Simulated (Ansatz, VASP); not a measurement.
One calculation of NaH, two programs

```
CELL_PARAMETERS angstrom
0.00000 2.41538 2.41538
2.41538 0.00000 2.41538
2.41538 2.41538 0.00000
ATOMIC_POSITIONS crystal
Na 0.00000 0.00000 0.00000
H 0.50000 0.50000 0.50000
```

Alike in both runs: task single point; functional PBE; k mesh 5 × 5 × 5; no spin polarisation.

```csv
,VASP,Ansatz
version,VASP 6.6.1,Ansatz 0.2.0
potentials or method,"VASP PAW PBE potentials, release 64 (Na_pv, H), cutoff 500 eV","plane waves, PAW"
occupations,"methfessel-paxton of order 1, width 0.01 eV","cold, width 0.01 eV"
valence electrons in the cell,8,10
```

```csv
,VASP,Ansatz,Ansatz less VASP
pressure (GPa),-0.1,0.0,+0.07
```

VASP's potentials hold 8 valence electrons a cell and Ansatz's 10, so a difference there can come from the potentials and not from the codes.

The k mesh is coarse, so the values compare programs but aren't converged.
